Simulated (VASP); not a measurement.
Runs of VASP 6.6.1 on ZnO. The structure is that of space group P6_3/mmc (No. 194), or close to it. The cells are those of the table. 

```csv
cell,gap on the mesh (eV),pressure (GPa)
"a = 3.387, b = 3.387, c = 7.130 Å, angles 90.0, 90.0, 120.0°, 4 atoms",0.69,(b)
"a = 3.387, b = 3.387, c = 7.344 Å, angles 90.0, 90.0, 120.0°, 4 atoms",0.74,-13.0
"a = 3.288, b = 3.288, c = 7.237 Å, angles 90.0, 90.0, 120.0°, 4 atoms",0.78,-7.3
"a = 3.387, b = 3.387, c = 7.023 Å, angles 90.0, 90.0, 120.0°, 4 atoms",0.67,(c)
"a = 3.387, b = 3.387, c = 6.917 Å, angles 90.0, 90.0, 120.0°, 4 atoms",0.65,(a)
```

Alike in all rows: task single point; level LDA; potentials or basis VASP PAW LDA potentials, release 64 (Zn, O); no spin polarisation; k mesh 9 × 9 × 4; cutoff (eV) 520; smearing gaussian 0.05 eV.

Q: Estimate the missing entries.

A: (a) -13.8; (b) -13.3; (c) -13.6.

A k mesh can miss the band edges.
